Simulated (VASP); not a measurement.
# LiF (Fm-3m) in VASP: a series of runs

LiF is run at these levels: PBE, r2SCAN; tasks: single point, relaxation of cell and atoms.

Everything below comes from runs of VASP 6.6.1. Logs are shortened: lines on timing, memory, paths and dates and some standing lists are left out, and cuts for length are marked.

### 1 The cell of the first run

It takes space group Fm-3m (No. 225, cubic). Conventional cell: a = 4.067 Å, b = 4.067 Å, c = 4.067 Å, α = 90.00°, β = 90.00°, γ = 90.00°. Within 2.7 Å of Li (site symmetry m-3m) lie 6 F at 2.03 Å. Within 2.7 Å of F (site symmetry m-3m) lie 6 Li at 2.03 Å.

### 2 Single point, PBE

INCAR reads:

```
ALGO = Normal ; EDIFF = 1E-6
ENCUT = 520 ; GGA = PE
ISIF = 2 ; ISMEAR = 0
LASPH = T ; LCHARG = F
LREAL = F ; LWAVE = F
NBANDS = 12 ; NELM = 60
PREC = Accurate ; SIGMA = 0.02
```

KPOINTS reads:

```
k-points
0
Gamma
  10 10 10
```

POSCAR reads:

```
LiF
1.0
    0.0000000000      2.0335207381      2.0335207381
    2.0335207381      0.0000000000      2.0335207381
    2.0335207381      2.0335207381      0.0000000000
Li F
1 1
Direct
    0.5000000000      0.5000000000      0.5000000000
    0.0000000000      0.0000000000      0.0000000000
```

Potentials or basis: VASP PAW PBE potentials, release 64 (Li_sv, F).

Started as:

```console
$ cat potpaw_PBE.64/Li_sv/POTCAR potpaw_PBE.64/F/POTCAR > POTCAR
$ mpirun -np 1 vasp_std > vasp.out
```

OUTCAR:

```text
EDIFF = 1E-6
   ENCUT = 520
   GGA = PE
   ISIF = 2
   ISMEAR = 0
   LASPH = T
   LREAL = F
   NELM = 60
   PREC = Accurate

 ion  position               nearest neighbor table
   1  0.500  0.500  0.500-   2 2.03   2 2.03   2 2.03   2 2.03   2 2.03   2 2.03
   2  0.000  0.000  0.000-   1 2.03   1 2.03   1 2.03   1 2.03   1 2.03   1 2.03

  LATTYP: Found a face centered cubic cell.
 ALAT       =     4.0670414762

  Lattice vectors:

 A1 = (   0.0000000000,   2.0335207381,   2.0335207381)
 A2 = (   2.0335207381,   0.0000000000,   2.0335207381)
 A3 = (   2.0335207381,   2.0335207381,   0.0000000000)

Analysis of symmetry for initial positions (statically):
=====================================================================
 Subroutine PRICEL returns:
 Original cell was already a primitive cell.

 Routine SETGRP: Setting up the symmetry group for a
 face centered cubic supercell.

 Subroutine GETGRP returns: Found 48 space group operations
 (whereof 48 operations were pure point group operations)
 out of a pool of 48 trial point group operations.

The static configuration has the point symmetry O_h .

Analysis of symmetry for dynamics (positions and initial velocities):
=====================================================================
 Subroutine PRICEL returns:
 Original cell was already a primitive cell.

 Routine SETGRP: Setting up the symmetry group for a
 face centered cubic supercell.

 Subroutine GETGRP returns: Found 48 space group operations
 (whereof 48 operations were pure point group operations)
 out of a pool of 48 trial point group operations.

The dynamic configuration has the point symmetry O_h .

 Subroutine INISYM returns: Found 48 space group operations
 (whereof 48 operations are pure point group operations),
 and found     1 'primitive' translations

----------------------------------------------------------------------------------------

                                     Primitive cell

  volume of cell :      16.8181

  direct lattice vectors                    reciprocal lattice vectors
     0.000000000  2.033520738  2.033520738    -0.245878978  0.245878978  0.245878978
     2.033520738  0.000000000  2.033520738     0.245878978 -0.245878978  0.245878978
     2.033520738  2.033520738  0.000000000     0.245878978  0.245878978 -0.245878978

  length of vectors
     2.875832607  2.875832607  2.875832607     0.425874882  0.425874882  0.425874882

  position of ions in fractional coordinates (direct lattice)
     0.500000000  0.500000000  0.500000000
     0.000000000  0.000000000  0.000000000

  ion indices of the primitive-cell ions
   primitive index   ion index
                 1           1
                 2           2

----------------------------------------------------------------------------------------

 KPOINTS: k-points

Automatic generation of k-mesh.
 Grid dimensions read from file:
 generate k-points for:   10   10   10

 Generating k-lattice:

  Cartesian coordinates                     Fractional coordinates (reciprocal lattice)
    -0.024587898  0.024587898  0.024587898     0.100000000  0.000000000  0.000000000
     0.024587898 -0.024587898  0.024587898     0.000000000  0.100000000  0.000000000
     0.024587898  0.024587898 -0.024587898     0.000000000  0.000000000  0.100000000

  Length of vectors
     0.042587488  0.042587488  0.042587488

  Shift w.r.t. Gamma in fractional coordinates (k-lattice)
     0.000000000  0.000000000  0.000000000

 Subroutine IBZKPT returns following result:
 ===========================================

 Found     47 irreducible k-points:

 Following reciprocal coordinates:
            Coordinates               Weight
  0.000000  0.000000  0.000000      1.000000
  0.100000  0.000000  0.000000      8.000000
  0.200000  0.000000  0.000000      8.000000
  0.300000  0.000000  0.000000      8.000000
  0.400000  0.000000  0.000000      8.000000
  0.500000  0.000000  0.000000      4.000000
[... 16 lines left out ...]
  0.300000  0.300000  0.000000      6.000000
  0.400000  0.300000  0.000000     24.000000
 [... further k-points ...]
   k-points           NKPTS =     47   k-points in BZ     NKDIM =     47   number of bands    NBANDS=     12
   number of dos      NEDOS =    301   number of ions     NIONS =      2
   total plane-waves  NPLWV =  13824
   dimension x,y,z NGX =    24 NGY =   24 NGZ =   24
   dimension x,y,z NGXF=    48 NGYF=   48 NGZF=   48
   ions per type =               1   1
   NGX,Y,Z   is equivalent  to a cutoff of  13.87, 13.87, 13.87 a.u.
   NGXF,Y,Z  is equivalent  to a cutoff of  27.75, 27.75, 27.75 a.u.
 SYSTEM =  unknown system
   PREC   = accura    normal or accurate (medium, high low for compatibility)
   ISTART =      0    job   : 0-new  1-cont  2-samecut
   ICHARG =      2    charge: 1-file 2-atom 10-const
   ISPIN  =      1    spin polarized calculation?
   LNONCOLLINEAR =      F non collinear calculations
   LSORBIT =      F    spin-orbit coupling
   LASPH  =      T    aspherical Exc in radial PAW
   ENCUT  =  520.0 eV  38.22 Ry    6.18 a.u.   5.35  5.35  5.35*2*pi/ulx,y,z
   NELM   =     60;   NELMIN=  2; NELMDL= -5     # of ELM steps
   EDIFF  = 0.1E-05   stopping-criterion for ELM
   LREAL  =      F    real-space projection
[... 7 lines left out ...]
   TEBEG  =    0.0;   TEEND  =   0.0 temperature during run
   PSTRESS=    0.0 pullay stress
   NELECT =      10.0000    total number of electrons
   NUPDOWN=      -1.0000    fix difference up-down
   EMIN   =  10.00;   EMAX   =-10.00  energy-range for DOS
   EFERMI =   0.00;   METHOD = LEGACY
   ISMEAR =     0;   SIGMA  =   0.02  broadening in eV -4-tet -1-fermi 0-gaus
   EFERMI_NEDOS =   21; number of points for ismear=-14 and -15
   IALGO  =     38    algorithm
   IMIX   =      4    mixing-type and parameters
     AMIX     =   0.40;   BMIX     =  1.00
     AMIX_MAG =   1.60;   BMIX_MAG =  1.00
  volume/ion in A,a.u.               =       8.41        56.75
  Fermi-wavevector in a.u.,A,eV,Ry     =   1.376627  2.601447 25.784420  1.895101
  Thomas-Fermi vector in A             =   2.501854
   LORBIT       =      0    0 simple, 1 ext, 2 COOP (PROOUT), +10 PAW based schemes
   GGA     = PE    functional components
   LHFCALC =     F    Hartree Fock is set to
   AEXX    =    0.0000 exact exchange contribution
   IVDW    =     0    specifies the selected vdW correction
   LEPSILON=     F    determine dielectric tensor
   LRPA    =     F    only Hartree local field effects (RPA)
 non-spin polarized calculation
 Gauss-broadening in eV      SIGMA  =   0.02
  energy-cutoff  :      520.00
  volume of cell :       16.82
 maximum number of plane-waves:       465
 NGX is ok and might be reduce to    24
   NGX = 11   NGY = 11   NGZ = 11

 number of electron      10.0000000 magnetization

 number of electron       9.9999992 magnetization

 Free energy of the ion-electron system (eV)
  ---------------------------------------------------
  ext. energy  EPLUGINS =         0.00000000
  ---------------------------------------------------
  free energy    TOTEN  =        -9.64093314 eV

  energy without entropy =       -9.64093314  energy(sigma->0) =       -9.64093314

 E-fermi :  -1.0465     XC(G=0):  -9.8423

 val. band max:       -1.1901464060   @ k =   0.0000   0.0000   0.0000
 cond. band min:       7.6447270385   @ k =   0.0000   0.0000   0.0000
 fundamental gap:      8.8348734445
 Fermi energy:        -1.0465470105

 k-point     1 :       0.0000    0.0000    0.0000
  band No.  band energies     occupation
      1     -42.1778      2.00000
      2     -21.0862      2.00000
      3      -1.1901      2.00000
      4      -1.1901      2.00000
      5      -1.1901      2.00000
      6       7.6447      0.00000
      7      22.3952      0.00000
      8      22.3952      0.00000
      9      22.3952      0.00000
     10      22.8486      0.00000
     11      22.8486      0.00000
     12      22.8486      0.00000

 k-point     2 :       0.1000    0.0000    0.0000
  band No.  band energies     occupation
      1     -42.1729      2.00000
      2     -21.0490      2.00000
      3      -1.4692      2.00000
      4      -1.2121      2.00000
      5      -1.2121      2.00000
      6       7.9390      0.00000
      7      19.8139      0.00000
      8      21.1967      0.00000
      9      21.1967      0.00000
     10      23.8540      0.00000
     11      23.8540      0.00000
     12      23.8590      0.00000

 k-point     3 :       0.2000    0.0000    0.0000
  band No.  band energies     occupation
      1     -42.1601      2.00000
      2     -20.9502      2.00000
      3      -2.1366      2.00000
      4      -1.2685      2.00000
      5      -1.2685      2.00000
      6       8.5969      0.00000
      7      17.3712      0.00000
      8      19.7400      0.00000
      9      19.7400      0.00000
     10      24.7983      0.00000
     11      25.1831      0.00000
     12      25.1831      0.00000

 k-point     4 :       0.3000    0.0000    0.0000
  band No.  band energies     occupation
      1     -42.1441      2.00000
      2     -20.8225      2.00000
      3      -2.8732      2.00000
      4      -1.3358      2.00000
      5      -1.3358      2.00000
      6       9.1780      0.00000
      7      15.8757      0.00000
      8      18.5259      0.00000
      9      18.5259      0.00000
     10      26.1129      0.00000
     11      26.8256      0.00000
     12      26.8256      0.00000

 k-point     5 :       0.4000    0.0000    0.0000
  band No.  band energies     occupation
      1     -42.1312      2.00000
      2     -20.7158      2.00000
      3      -3.4206      2.00000
      4      -1.3885      2.00000
      5      -1.3885      2.00000
      6       9.4085      0.00000
      7      15.3001      0.00000
      8      17.7425      0.00000
      9      17.7425      0.00000
     10      27.6447      0.00000
     11      28.5041      0.00000
     12      28.5042      0.00000
[... 228 lines left out ...]
      1     -42.1271      2.00000
      2     -20.6532      2.00000
      3      -3.1202      2.00000
      4      -2.2918      2.00000
      5      -1.4227      2.00000
      6      10.5371      0.00000
      7      14.4783      0.00000
      8      17.8842      0.00000
      9      17.9638      0.00000
     10      27.2517      0.00000
     11      27.5287      0.00000
     12      27.7819      0.00000

 k-point    22 :      -0.2000    0.2000    0.0000
  band No.  band energies     occupation
      1     -42.1389      2.00000
      2     -20.7665      2.00000
      3      -2.7400      2.00000
      4      -2.0168      2.00000
      5      -1.2948      2.00000
      6       9.8547      0.00000
      7      15.2716      0.00000
      8      18.2881      0.00000
      9      18.5273      0.00000
     10      25.7346      0.00000
     11      26.0252      0.00000
     12      28.4865      0.00000

 k-point    23 :       0.3000    0.3000    0.0000
  band No.  band energies     occupation
      1     -42.1343      2.00000
      2     -20.6915      2.00000
      3      -3.0233      2.00000
      4      -1.8240      2.00000
      5      -1.8240      2.00000
      6      10.7978      0.00000
      7      16.5757      0.00000
      8      17.5565      0.00000
      9      18.9022      0.00000
     10      18.9023      0.00000
     11      32.6129      0.00000
     12      32.9126      0.00000

 k-point    24 :       0.4000    0.3000    0.0000
  band No.  band energies     occupation
      1     -42.1247      2.00000
      2     -20.5885      2.00000
      3      -3.4194      2.00000
      4      -2.0254      2.00000
      5      -1.9182      2.00000
      6      11.6228      0.00000
      7      15.4182      0.00000
      8      17.0417      0.00000
      9      18.6533      0.00000
     10      19.7167      0.00000
     11      32.0713      0.00000
     12      33.2099      0.00000

 [... further k-points ...]

------------------------ aborting loop because EDIFF is reached ----------------------------------------

  FORCE on cell =-STRESS in cart. coord.  units (eV):
  Direction    XX          YY          ZZ          XY          YZ          ZX
  --------------------------------------------------------------------------------------
  -------------------------------------------------------------------------------------
  Total       -0.0433113     -0.0433113     -0.0433113      0.0000000      0.0000000     -0.0000000
  in kB       -4.1260680     -4.1260680     -4.1260680      0.0000000      0.0000000     -0.0000000
  external PRESSURE =      -4.1260680 kB  Pullay stress =       0.0000000 kB

 VOLUME and BASIS-vectors are now :
 -----------------------------------------------------------------------------
  energy-cutoff  :      520.00
  volume of cell :       16.82
      direct lattice vectors                 reciprocal lattice vectors
     0.000000000  2.033520738  2.033520738    -0.245878978  0.245878978  0.245878978
     2.033520738  0.000000000  2.033520738     0.245878978 -0.245878978  0.245878978
     2.033520738  2.033520738  0.000000000     0.245878978  0.245878978 -0.245878978

 POSITION                                       TOTAL-FORCE (eV/Angst)
 -----------------------------------------------------------------------------------
      2.03352      2.03352      2.03352        -0.000000      0.000000     -0.000000
      0.00000      0.00000      0.00000         0.000000     -0.000000      0.000000
 -----------------------------------------------------------------------------------
    total drift:                                0.000000     -0.000000     -0.000000

  FREE ENERGIE OF THE ION-ELECTRON SYSTEM (eV)
  ---------------------------------------------------
  free  energy   TOTEN  =        -9.6409331420 eV

  energy  without entropy=       -9.6409331420  energy(sigma->0) =       -9.64093314
```

It took 3.4 s on 1 thread of Intel Xeon 6975P-C (Granite Rapids), shared host; peak memory 0.13 GiB.

Results:

| Item | Value |
| --- | --- |
| Free energy | -9.6409 eV |
| Band gap on the k mesh | 8.83 eV, direct |

Caveat: the cutoff is under 1.25 times the usual one of these potentials, so pressure, stress and relaxed cells hold a basis-set (Pulay) error. A k mesh can miss the band edges.

### 3 Single point, r2SCAN

POSCAR is that of step 2.

INCAR.step1 reads:

```
SYSTEM = LiF
  PREC = Accurate
  ENCUT = 520
  ISMEAR = 0
  SIGMA = 0.02
  LREAL = .FALSE.
  LASPH = .TRUE.
  NELM = 60
  NBANDS = 12
  GGA = PE
  ALGO = Normal
  EDIFF = 1E-4
  LWAVE = .TRUE.
  LCHARG = .FALSE.
```

INCAR.step2 reads:

```
SYSTEM = LiF
  PREC = Accurate
  ENCUT = 520
  EDIFF = 1E-6
  ISMEAR = 0
  SIGMA = 0.02
  LREAL = .FALSE.
  LASPH = .TRUE.
  NELM = 60
  ALGO = Normal
  ISIF = 2
  LWAVE = .FALSE.
  LCHARG = .FALSE.
  METAGGA = R2SCAN
  LMIXTAU = .TRUE.
  NBANDS = 12
  ISTART = 1
```

KPOINTS reads:

```
Automatic mesh
0
G
  10 10 10
  0 0 0
```

Potentials or basis: VASP PAW PBE potentials, release 64 (Li_sv, F).

Started as:

```console
$ cat potpaw_PBE.64/Li_sv/POTCAR potpaw_PBE.64/F/POTCAR > POTCAR
$ cp INCAR.step1 INCAR
$ mpirun -np 1 vasp_std > vasp.out
$ cp INCAR.step2 INCAR
$ mpirun -np 1 vasp_std > vasp.out
```

It took 13 s on 1 thread of Intel Xeon 6975P-C (Granite Rapids), shared host; peak memory 0.13 GiB.

The run converged. Its results:

```yaml
Free_energy: -11.8892 eV
Band_gap_on_the_k_mesh: 9.98 eV, direct
```

Levels at points of the mesh, in eV from the valence-band top:
| k point | band 3 | band 4 | band 5 | band 6 | band 7 | band 8 |
| --- | --- | --- | --- | --- | --- | --- |
| (0.00, 0.00, 0.00) | 0.00 | 0.00 | 0.00 | 9.98 | 25.19 | 25.19 |
| (0.50, 0.00, 0.00) | -2.40 | -0.23 | -0.23 | 11.67 | 17.77 | 20.18 |
| (0.50, 0.50, 0.00) | -2.88 | -0.96 | -0.96 | 15.76 | 17.30 | 18.72 |

Caveat: the cutoff is under 1.25 times the usual one of these potentials, so pressure, stress and relaxed cells hold a basis-set (Pulay) error; the PAW data sets were made with another functional, which shifts forces and pressure a little. r2SCAN opens gaps a little over a GGA but as a rule still falls short of measured ones.

### 4 Relaxation of cell and atoms, PBE

INCAR reads:

```
SYSTEM = LiF
ALGO = Normal ; EDIFF = 1E-6
EDIFFG = -0.01 ; ENCUT = 600
GGA = PE ; IBRION = 2
ISIF = 3 ; ISMEAR = 0
LASPH = .True. ; LCHARG = .False.
LREAL = .False. ; LWAVE = .False.
NELM = 80 ; NSW = 100
PREC = Accurate ; SIGMA = 0.02
```

KPOINTS reads:

```
k-points
0
Gamma
  10 10 10
  0 0 0
```

POSCAR is that of step 3.

Started as:

```console
$ cat potpaw_PBE.64/Li_sv/POTCAR potpaw_PBE.64/F/POTCAR > POTCAR
$ mpirun -np 1 vasp_std > vasp.out
```

It took 5.7 s on 1 thread of Intel Xeon 6975P-C (Granite Rapids), shared host; peak memory 0.13 GiB.

Results (log left out):

```yaml
Free_energy: -9.6437 eV
Relaxed_volume: 8.32 Å³/atom
Relaxed_cell: a = 2.865 Å, b = 2.865 Å, c = 2.865 Å, α = 60.00°, β = 60.00°, γ = 60.00°
Space_group_after_relaxing_to_0.05_Å: Fm-3m (No. 225)
Energy_gained_by_relaxing: 0.2 meV/atom
Ionic_steps: 3
Pressure_after_relaxing: 0.0 GPa
Band_gap_on_the_k_mesh: 8.93 eV, direct
```

The path:
```csv
step,energy change (eV),largest force (eV/Å),pressure (GPa),volume (Å³)
1,0.0000,0.0000,-0.73,16.82
2,-0.0003,0.0000,-0.36,16.73
3,-0.0004,0.0000,-0.01,16.64
```

Final structure:
```yaml
crystal:
  lattice:
    - [0.00000, 2.02621, 2.02621]
    - [2.02621, 0.00000, 2.02621]
    - [2.02621, 2.02621, 0.00000]
  atoms:
    - { symbol: Li, position: [0.50000, 0.50000, 0.50000] }
    - { symbol: F, position: [0.00000, 0.00000, 0.00000] }
```

Levels at points of the mesh, in eV from the valence-band top:
```
           k point  band 2  band 3  band 4  band 5  band 6  band 7  band 8  band 9
(0.00, 0.00, 0.00)  -19.92    0.00    0.00    0.00    8.93   23.73   23.73   23.73
(0.50, 0.00, 0.00)  -19.50   -2.46   -0.22   -0.22   10.68   16.52   18.75   18.75
(0.50, 0.50, 0.00)  -19.25   -2.93   -0.97   -0.97   14.64   16.39   17.23   20.02
```

Caveat: the cutoff is under 1.25 times the usual one of these potentials, so pressure, stress and relaxed cells hold a basis-set (Pulay) error. A k mesh can miss the band edges.

### 5 Summary

| task | level | cell | cutoff (eV) | gap on the mesh (eV) |
| --- | --- | --- | --- | --- |
| single point | PBE | as given | 520 | 8.83 |
| single point | r2SCAN | as given | 520 | 9.98 |
| relaxation of cell and atoms | PBE | relaxed | 600 | 8.93 |

Alike in all rows: potentials or basis VASP PAW PBE potentials, release 64 (Li_sv, F); no spin polarisation; k mesh 10 × 10 × 10; smearing gaussian 0.02 eV.

Caveats: the cutoff is under 1.25 times the usual one of these potentials, so pressure, stress and relaxed cells hold a basis-set (Pulay) error; the PAW data sets were made with another functional, which shifts forces and pressure a little (some runs).

Absolute energies hang on the potentials; compare differences alone.
